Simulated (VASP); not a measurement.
# SiO2 (P4_2/mnm) in VASP: a series of runs

SiO2 is run at these levels: PBEsol; tasks: single point, relaxation of cell and atoms.

Program: VASP 6.6.1. These are calculated values, not measurements. Logs are shortened: lines on timing, memory, paths and dates and some standing lists are left out, and cuts for length are marked.

## 1. The cell of the first run

Symmetry: P4_2/mnm, No. 136, tetragonal system. Conventional cell: a = 4.195 Å, b = 4.195 Å, c = 2.678 Å, α = 90.00°, β = 90.00°, γ = 90.00°. Within 2.3 Å of Si (site symmetry mmm) lie 6 O at 1.77 to 1.82 Å. O (site symmetry m2m) has 3 Si at 1.77 to 1.82 Å and 1 O at 2.30 Å within 2.4 Å.

## 2. Single point, PBEsol

The input, INCAR:

```
SYSTEM = SiO2
PREC = Accurate ; ENCUT = 520
EDIFF = 1E-6 ; ISMEAR = 0
SIGMA = 0.02 ; LREAL = .False.
LASPH = .True. ; NELM = 80
ALGO = Normal ; ISIF = 2
LWAVE = .False. ; LCHARG = .True.
GGA = PS ; LELF = .True.
LVHAR = .True. ; NBANDS = 25
```

The input, KPOINTS:

```
Automatic mesh
0
Gamma
  6 6 8
  0 0 0
```

The input, POSCAR:

```
SiO2
1.0
    4.1946316284      0.0000000000      0.0000000000
    0.0000000000      4.1946316284      0.0000000000
    0.0000000000      0.0000000000      2.6784563242
Si O
2 4
Direct
    0.0000000000      0.0000000000      0.0000000000
    0.5000000000      0.5000000000      0.5000000000
    0.3060616386      0.3060616386      0.0000000000
    0.1939383614      0.8060616386      0.5000000000
    0.6939383614      0.6939383614      0.0000000000
    0.8060616386      0.1939383614      0.5000000000
```

Potentials or basis: VASP PAW PBE potentials, release 64 (Si, O).

The run is started by

```bash
cat potpaw_PBE.64/Si/POTCAR potpaw_PBE.64/O/POTCAR > POTCAR
mpirun -np 1 vasp_std > vasp.out
```

OUTCAR:

```text
SYSTEM = SiO2
   PREC = Accurate
   ENCUT = 520
   EDIFF = 1E-6
   ISMEAR = 0
   LREAL = .False.
   LASPH = .True.
   NELM = 80
   ISIF = 2
   GGA = PS

 ion  position               nearest neighbor table
   1  0.000  0.000  0.000-   4 1.77   6 1.77   4 1.77   6 1.77   5 1.82   3 1.82
   2  0.500  0.500  0.500-   3 1.77   5 1.77   3 1.77   5 1.77   4 1.82   6 1.82
   3  0.306  0.306  0.000-   2 1.77   2 1.77   1 1.82
   4  0.194  0.806  0.500-   1 1.77   1 1.77   2 1.82
   5  0.694  0.694  0.000-   2 1.77   2 1.77   1 1.82
   6  0.806  0.194  0.500-   1 1.77   1 1.77   2 1.82

  LATTYP: Found a simple tetragonal cell.
 ALAT       =     4.1946316284
 C/A-ratio  =     0.6385438726

  Lattice vectors:

 A1 = (   4.1946316284,   0.0000000000,   0.0000000000)
 A2 = (   0.0000000000,   4.1946316284,   0.0000000000)
 A3 = (   0.0000000000,   0.0000000000,   2.6784563242)

Analysis of symmetry for initial positions (statically):
=====================================================================
 Subroutine PRICEL returns:
 Original cell was already a primitive cell.

 Routine SETGRP: Setting up the symmetry group for a
 simple tetragonal supercell.

 Subroutine GETGRP returns: Found 16 space group operations
 (whereof  8 operations were pure point group operations)
 out of a pool of 16 trial point group operations.

The static configuration has the point symmetry D_2h.
 The point group associated with its full space group is D_4h.

Analysis of symmetry for dynamics (positions and initial velocities):
=====================================================================
 Subroutine PRICEL returns:
 Original cell was already a primitive cell.

 Routine SETGRP: Setting up the symmetry group for a
 simple tetragonal supercell.

 Subroutine GETGRP returns: Found 16 space group operations
 (whereof  8 operations were pure point group operations)
 out of a pool of 16 trial point group operations.

The dynamic configuration has the point symmetry D_2h.
 The point group associated with its full space group is D_4h.

 Subroutine INISYM returns: Found 16 space group operations
 (whereof  8 operations are pure point group operations),
 and found     1 'primitive' translations

----------------------------------------------------------------------------------------

                                     Primitive cell

  volume of cell :      47.1273

  direct lattice vectors                    reciprocal lattice vectors
     4.194631628  0.000000000  0.000000000     0.238399957  0.000000000  0.000000000
     0.000000000  4.194631628  0.000000000     0.000000000  0.238399957  0.000000000
     0.000000000  0.000000000  2.678456324     0.000000000  0.000000000  0.373349377

  length of vectors
     4.194631628  4.194631628  2.678456324     0.238399957  0.238399957  0.373349377

  position of ions in fractional coordinates (direct lattice)
     0.000000000  0.000000000  0.000000000
     0.500000000  0.500000000  0.500000000
     0.306061639  0.306061639  0.000000000
     0.193938361  0.806061639  0.500000000
     0.693938361  0.693938361  0.000000000
     0.806061639  0.193938361  0.500000000

  ion indices of the primitive-cell ions
   primitive index   ion index
                 1           1
                 2           2
                 3           3
                 4           4
                 5           5
                 6           6

----------------------------------------------------------------------------------------

 KPOINTS: Automatic mesh

Automatic generation of k-mesh.
 Grid dimensions read from file:
 generate k-points for:    6    6    8

 Generating k-lattice:

  Cartesian coordinates                     Fractional coordinates (reciprocal lattice)
     0.039733326  0.000000000  0.000000000     0.166666667  0.000000000  0.000000000
     0.000000000  0.039733326  0.000000000     0.000000000  0.166666667  0.000000000
     0.000000000  0.000000000  0.046668672     0.000000000  0.000000000  0.125000000

  Length of vectors
     0.039733326  0.039733326  0.046668672

  Shift w.r.t. Gamma in fractional coordinates (k-lattice)
     0.000000000  0.000000000  0.000000000

 Subroutine IBZKPT returns following result:
 ===========================================

 Found     50 irreducible k-points:

 Following reciprocal coordinates:
            Coordinates               Weight
  0.000000  0.000000  0.000000      1.000000
  0.166667  0.000000  0.000000      4.000000
  0.333333  0.000000  0.000000      4.000000
  0.500000  0.000000  0.000000      2.000000
  0.166667  0.166667  0.000000      4.000000
  0.333333  0.166667  0.000000      8.000000
[... 16 lines left out ...]
  0.333333  0.000000  0.250000      8.000000
  0.500000  0.000000  0.250000      4.000000
 [... further k-points ...]
   k-points           NKPTS =     50   k-points in BZ     NKDIM =     50   number of bands    NBANDS=     25
   number of dos      NEDOS =    301   number of ions     NIONS =      6
   total plane-waves  NPLWV =  20480
   dimension x,y,z NGX =    32 NGY =   32 NGZ =   20
   dimension x,y,z NGXF=    64 NGYF=   64 NGZF=   40
   ions per type =               2   4
   NGX,Y,Z   is equivalent  to a cutoff of  12.68, 12.68, 12.41 a.u.
   NGXF,Y,Z  is equivalent  to a cutoff of  25.37, 25.37, 24.83 a.u.
 SYSTEM =  SiO2
   PREC   = accura    normal or accurate (medium, high low for compatibility)
   ISTART =      0    job   : 0-new  1-cont  2-samecut
   ICHARG =      2    charge: 1-file 2-atom 10-const
   ISPIN  =      1    spin polarized calculation?
   LNONCOLLINEAR =      F non collinear calculations
   LSORBIT =      F    spin-orbit coupling
   LASPH  =      T    aspherical Exc in radial PAW
   ENCUT  =  520.0 eV  38.22 Ry    6.18 a.u.   7.80  7.80  4.98*2*pi/ulx,y,z
   NELM   =     80;   NELMIN=  2; NELMDL= -5     # of ELM steps
   EDIFF  = 0.1E-05   stopping-criterion for ELM
   LREAL  =      F    real-space projection
   EDIFFG = 0.1E-04   stopping-criterion for IOM
   NSW    =      0    number of steps for IOM
   IBRION =     -1    ionic relax: 0-MD 1-quasi-New 2-CG
   NFREE  =      0    steps in history (QN), initial steepest desc. (CG)
   ISIF   =      2    stress and relaxation
   ISYM   =      2    0-nonsym 1-usesym 2-fastsym
   POTIM  = 0.5000    time-step for ionic-motion
   TEBEG  =    0.0;   TEEND  =   0.0 temperature during run
   PSTRESS=    0.0 pullay stress
   NELECT =      32.0000    total number of electrons
   NUPDOWN=      -1.0000    fix difference up-down
   EMIN   =  10.00;   EMAX   =-10.00  energy-range for DOS
   EFERMI =   0.00;   METHOD = LEGACY
   ISMEAR =     0;   SIGMA  =   0.02  broadening in eV -4-tet -1-fermi 0-gaus
   EFERMI_NEDOS =   21; number of points for ismear=-14 and -15
   IALGO  =     38    algorithm
   IMIX   =      4    mixing-type and parameters
     AMIX     =   0.40;   BMIX     =  1.00
     AMIX_MAG =   1.60;   BMIX_MAG =  1.00
  volume/ion in A,a.u.               =       7.85        53.01
  Fermi-wavevector in a.u.,A,eV,Ry     =   1.438911  2.719148 28.170404  2.070466
  Thomas-Fermi vector in A             =   2.557826
   LORBIT       =      0    0 simple, 1 ext, 2 COOP (PROOUT), +10 PAW based schemes
   GGA     = PS    functional components
   LHFCALC =     F    Hartree Fock is set to
   AEXX    =    0.0000 exact exchange contribution
   IVDW    =     0    specifies the selected vdW correction
   LEPSILON=     F    determine dielectric tensor
   LRPA    =     F    only Hartree local field effects (RPA)
 non-spin polarized calculation
 Gauss-broadening in eV      SIGMA  =   0.02
  energy-cutoff  :      520.00
  volume of cell :       47.13
 maximum number of plane-waves:      1290
 NGX is ok and might be reduce to    32
   NGX = 15   NGY = 15   NGZ =  9

 number of electron      31.9999977 magnetization

 Free energy of the ion-electron system (eV)
  ---------------------------------------------------
  ext. energy  EPLUGINS =         0.00000000
  ---------------------------------------------------
  free energy    TOTEN  =       -48.98538404 eV

  energy without entropy =      -48.98538404  energy(sigma->0) =      -48.98538404

 E-fermi :   8.1677     XC(G=0): -12.4673

 val. band max:        8.0056789762   @ k =   0.0000   0.0000   0.0000
 cond. band min:      13.3658489401   @ k =   0.0000   0.0000   0.0000
 fundamental gap:      5.3601699640
 Fermi energy:         8.1677134042

 k-point     1 :       0.0000    0.0000    0.0000
  band No.  band energies     occupation
      1     -14.4447      2.00000
      2     -10.8137      2.00000
      3     -10.8137      2.00000
      4     -10.5849      2.00000
      5      -2.8593      2.00000
      6       1.5703      2.00000
[... 17 lines left out ...]
     24      22.0192      0.00000
     25      23.5234      0.00000

 k-point     2 :       0.1667    0.0000    0.0000
  band No.  band energies     occupation
      1     -14.2997      2.00000
      2     -11.4797      2.00000
      3     -10.7401      2.00000
      4     -10.2260      2.00000
      5      -2.6643      2.00000
      6       0.8261      2.00000
[... 17 lines left out ...]
     24      21.4444      0.00000
     25      23.3013      0.00000

 k-point     3 :       0.3333    0.0000    0.0000
  band No.  band energies     occupation
      1     -13.8760      2.00000
      2     -12.3694      2.00000
      3     -10.5431      2.00000
      4     -10.1348      2.00000
      5      -2.1263      2.00000
      6      -0.2988      2.00000
[... 552 lines left out ...]
 k-point    23 :       0.3333    0.0000    0.2500
  band No.  band energies     occupation
      1     -13.1283      2.00000
      2     -11.8171      2.00000
      3     -10.2770      2.00000
      4     -10.0911      2.00000
      5      -1.6353      2.00000
      6       0.1618      2.00000
[... 17 lines left out ...]
     24      20.6580      0.00000
     25      21.5542      0.00000

 k-point    24 :       0.5000    0.0000    0.2500
  band No.  band energies     occupation
      1     -12.5365      2.00000
      2     -12.5365      2.00000
      3     -10.1504      2.00000
      4     -10.1504      2.00000
      5      -0.7136      2.00000
      6      -0.7136      2.00000
[... 17 lines left out ...]
     24      20.6728      0.00000
     25      21.4744      0.00000

 [... further k-points ...]

------------------------ aborting loop because EDIFF is reached ----------------------------------------

  FORCE on cell =-STRESS in cart. coord.  units (eV):
  Direction    XX          YY          ZZ          XY          YZ          ZX
  --------------------------------------------------------------------------------------
  -------------------------------------------------------------------------------------
  Total        0.1121026      0.1121026      0.3784681      0.0000000      0.0000000      0.0000000
  in kB        3.8111315      3.8111315     12.8667146      0.0000000      0.0000000      0.0000000
  external PRESSURE =       6.8296592 kB  Pullay stress =       0.0000000 kB

 VOLUME and BASIS-vectors are now :
 -----------------------------------------------------------------------------
  energy-cutoff  :      520.00
  volume of cell :       47.13
      direct lattice vectors                 reciprocal lattice vectors
     4.194631628  0.000000000  0.000000000     0.238399957  0.000000000  0.000000000
     0.000000000  4.194631628  0.000000000     0.000000000  0.238399957  0.000000000
     0.000000000  0.000000000  2.678456324     0.000000000  0.000000000  0.373349377

 POSITION                                       TOTAL-FORCE (eV/Angst)
 -----------------------------------------------------------------------------------
      0.00000      0.00000      0.00000         0.000000      0.000000     -0.000000
      2.09732      2.09732      1.33923         0.000000      0.000000     -0.000000
      1.28382      1.28382      0.00000        -0.025195     -0.025195     -0.000000
      0.81350      3.38113      1.33923         0.025195     -0.025195     -0.000000
      2.91082      2.91082      0.00000         0.025195      0.025195      0.000000
      3.38113      0.81350      1.33923        -0.025195      0.025195      0.000000
 -----------------------------------------------------------------------------------
    total drift:                                0.000000     -0.000000      0.000000

  FREE ENERGIE OF THE ION-ELECTRON SYSTEM (eV)
  ---------------------------------------------------
  free  energy   TOTEN  =       -48.9853840372 eV

  energy  without entropy=      -48.9853840372  energy(sigma->0) =      -48.98538404
```

It took 37 s on 1 thread of Intel Xeon 8259CL, shared host; peak memory 0.18 GiB.

What came out:

```yaml
Free_energy: -48.9854 eV
Pressure: 0.7 GPa
Largest_force: 0.036 eV/Å
Band_gap_on_the_k_mesh: 5.36 eV
```

Forces in eV/Å, atoms in the order of the input:
```
Si   0.000  0.000  0.000
Si   0.000  0.000  0.000
O   -0.025 -0.025  0.000
O    0.025 -0.025  0.000
O    0.025  0.025  0.000
O   -0.025  0.025  0.000
```

Stress tensor (GPa, compression positive):
```
0.38 0.00 0.00
0.00 0.38 0.00
0.00 0.00 1.29
```

Levels at points of the mesh, in eV from the valence-band top:
```csv
k point,band 14,band 15,band 16,band 17,band 18,band 19
"(0.00, 0.00, 0.00)",-0.88,-0.88,0.00,5.36,6.47,8.24
"(0.50, 0.00, 0.00)",-2.69,-1.07,-1.07,7.50,7.50,8.82
"(0.50, 0.50, 0.00)",-2.68,-2.27,-2.27,7.19,7.19,9.81
"(0.00, 0.00, 0.50)",-3.08,-2.68,-2.68,8.87,8.87,12.34
"(0.50, 0.00, 0.50)",-2.28,-1.76,-1.76,8.57,8.57,9.61
"(0.50, 0.50, 0.50)",-1.77,-1.55,-1.55,6.96,6.96,10.74
```

Caveat: the PAW data sets were made with another functional, which shifts forces and pressure a little.

## 3. Relaxation of cell and atoms, PBEsol

This run uses another cell than the first one, of 8.05 Å³/atom.

The input, INCAR:

```
ALGO = Normal
EDIFF = 1E-6
EDIFFG = -0.005
ENCUT = 600
GGA = PS
IBRION = 2
ISIF = 3
ISMEAR = 0
LASPH = T
LCHARG = F
LREAL = F
LWAVE = F
NELM = 100
NSW = 70
PREC = Accurate
SIGMA = 0.02
```

The input, KPOINTS:

```
k-points
0
Gamma
  6 6 8
```

The input, POSCAR:

```
SiO2
1.0
    4.2359706577      0.0000000000      0.0000000000
    0.0000000000      4.2359706577      0.0000000000
    0.0000000000      0.0000000000      2.6905615463
Si O
2 4
Direct
    0.0000000000      0.0000000000      0.0000000000
    0.5000000000      0.5000000000      0.5000000000
    0.3069734713      0.3069734713      0.0000000000
    0.1930265287      0.8069734713      0.5000000000
    0.6930265287      0.6930265287      0.0000000000
    0.8069734713      0.1930265287      0.5000000000
```

Potentials or basis: VASP PAW PBE potentials, release 64 (Si, O).

The run is started by

```bash
cat potpaw_PBE.64/Si/POTCAR potpaw_PBE.64/O/POTCAR > POTCAR
mpirun -np 1 vasp_std > vasp.out
```

Wall time 3.4 min (1 thread of Intel Xeon 8259CL, shared host); peak memory 0.2 GiB.

It converged, with:

```
Free energy                           : -49.0031 eV
Relaxed volume                        : 7.86 Å³/atom
Relaxed cell                          : a = 4.192 Å, b = 4.192 Å, c = 2.683 Å, α = 90.00°, β = 90.00°, γ = 90.00°
Space group after relaxing (to 0.1 Å) : P4_2/mnm (No. 136)
Energy gained by relaxing             : 4.0 meV/atom
Ionic steps                           : 7
Pressure after relaxing               : 0.0 GPa
Band gap on the k mesh                : 5.34 eV
```

Step by step:
| step | energy change (eV) | largest force (eV/Å) | pressure (GPa) | volume (Å³) |
| --- | --- | --- | --- | --- |
| 1 | 0.0000 | 0.0067 | -6.28 | 48.28 |
| 2 | 0.0084 | 0.3464 | 8.27 | 46.11 |
| 3 | -0.0203 | 0.1592 | 0.05 | 47.27 |
| 4 | -0.0236 | 0.0176 | 0.06 | 47.14 |
| 5 | -0.0236 | 0.0273 | 0.06 | 47.13 |
| 6 | -0.0238 | 0.0064 | -0.05 | 47.14 |
| 7 | -0.0238 | 0.0002 | -0.03 | 47.14 |

Final structure:
```xyz
6
Lattice="4.1919 0.0000 0.0000 0.0000 4.1919 0.0000 0.0000 0.0000 2.6826" Properties=species:S:1:pos:R:3 pbc="T T T"
Si    0.0000    0.0000    0.0000
Si    2.0960    2.0960    1.3413
O     1.2820    1.2820    0.0000
O     0.8140    3.3780    1.3413
O     2.9099    2.9099    0.0000
O     3.3780    0.8140    1.3413
```

Levels at points of the mesh, in eV from the valence-band top:
```
           k point  band 14  band 15  band 16  band 17  band 18  band 19
(0.00, 0.00, 0.00)    -0.88    -0.88     0.00     5.34     6.45     8.21
(0.50, 0.00, 0.00)    -2.69    -1.07    -1.07     7.48     7.48     8.79
(0.50, 0.50, 0.00)    -2.70    -2.27    -2.27     7.18     7.18     9.79
(0.00, 0.00, 0.50)    -3.09    -2.68    -2.68     8.86     8.86    12.33
(0.50, 0.00, 0.50)    -2.28    -1.76    -1.76     8.56     8.56     9.62
(0.50, 0.50, 0.50)    -1.75    -1.55    -1.55     6.94     6.94    10.76
```

Caveat: the PAW data sets were made with another functional, which shifts forces and pressure a little. A k mesh can miss the band edges.
